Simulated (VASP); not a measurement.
Input of a VASP 6.6.1 run:

The input INCAR:

```
SYSTEM = AlN
PREC = Accurate
ENCUT = 520
EDIFF = 1E-6
ISMEAR = 0
SIGMA = 0.05
LREAL = .False.
LASPH = .True.
NELM = 100
ALGO = Normal
ISIF = 2
LWAVE = .False.
LCHARG = .False.
NBANDS = 11
```

KPOINTS

```
Automatic mesh
0
Gamma
  10 10 10
  0 0 0
```

File POSCAR:

```
AlN
1.0
    0.0000000000      2.3725742855      1.8506079427
    2.3725742855      0.0000000000      1.8506079427
    2.3725742855      2.3725742855      0.0000000000
Al N
1 1
Direct
    0.0000000000      0.0000000000      0.0000000000
    0.7500000000      0.7500000000      0.7500000000
```

Potentials or basis: VASP PAW LDA potentials, release 64 (Al, N).

Run with:

```bash
$ cat potpaw_LDA.64/Al/POTCAR potpaw_LDA.64/N/POTCAR > POTCAR
$ mpirun -np 1 vasp_std > vasp.out
```

Estimate the band gap on the k mesh.

2.60 eV, indirect (least direct gap 3.52 eV).

Predict the pressure.

-8.5 GPa.

Stress tensor (GPa, compression positive):
```
-14.37   0.00   0.00
  0.00 -14.37   0.00
  0.00   0.00   3.32
```

 A k mesh can miss the band edges.
